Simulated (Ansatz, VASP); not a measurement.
## One calculation of CdS, two programs

File INCAR:

```
PREC = Accurate
ENCUT = 500
EDIFF = 1E-6
ISMEAR = -1
SIGMA = 0.02
LREAL = False
LASPH = True
NELM = 120
ALGO = Normal
ISIF = 2
LWAVE = False
LCHARG = True
GGA = PE
LELF = True
LVHAR = True
NBANDS = 16
GGA_COMPAT = False
```

The input KPOINTS:

```
regular mesh
0
Gamma
  8 8 8
```

File POSCAR:

```
CdS
1.0
    0.0000000000      2.9165000000      2.9165000000
    2.9165000000      0.0000000000      2.9165000000
    2.9165000000      2.9165000000      0.0000000000
Cd S
1 1
Direct
    0.0000000000      0.0000000000      0.0000000000
    0.7500000000      0.7500000000      0.7500000000
```

Contents of input.yaml:

```yaml
crystal:
  lattice:
    - [0.0, 2.9165, 2.9165]
    - [2.9165, 0.0, 2.9165]
    - [2.9165, 2.9165, 0.0]
  atoms:
    - { symbol: Cd, position: [0.0, 0.0, 0.0] }
    - { symbol: S, position: [0.75, 0.75, 0.75] }
kpoints:
  mp_grid: { grid: [8, 8, 8] }
  band_path:
    path:
      - [[0.0, 0.0, 0.0], [-0.5, -0.5, 0.0], [-0.375, -0.375, 0.25]]
      - [[-0.375, -1.806130485793e-17, 0.375], [0.0, 0.0, 0.0], [1.691690248623e-17, 1.691690248623e-17, 0.5], [-0.5, -0.25, 0.25], [-0.5, -0.5, 0.0]]
    npoints: 10
hamiltonian:
  xc: pbe
scf:
  occupations: { method: fermi_dirac, width: 0.02 }
  n_extra_bands: 4
output:
  forces: true
  stress: true
  eigenvalues: true
```

Alike in both runs: functional PBE; k mesh 8 × 8 × 8; occupations fermi-dirac, width 0.02 eV; no spin polarisation.

|  | VASP | Ansatz |
| --- | --- | --- |
| version | VASP 6.6.1 | Ansatz 0.2.0 |
| potentials or method | VASP PAW PBE potentials, release 64 (Cd, S) | Ansatz PAW |
| plane-wave cutoff (eV) | 500 | 420 |
| valence electrons in the cell | 18 | 26 |
| task | single point | band structure |

```csv
,VASP,Ansatz,Ansatz less VASP
gap on the k mesh at the Fermi level (eV),1.15,1.15,-0.004
least direct gap on the mesh (eV),1.15,1.15,-0.004
pressure (GPa),3.2,2.8,-0.35
```

VASP's potentials hold 18 valence electrons a cell and Ansatz's 26, so a difference there can come from the potentials and not from the codes.
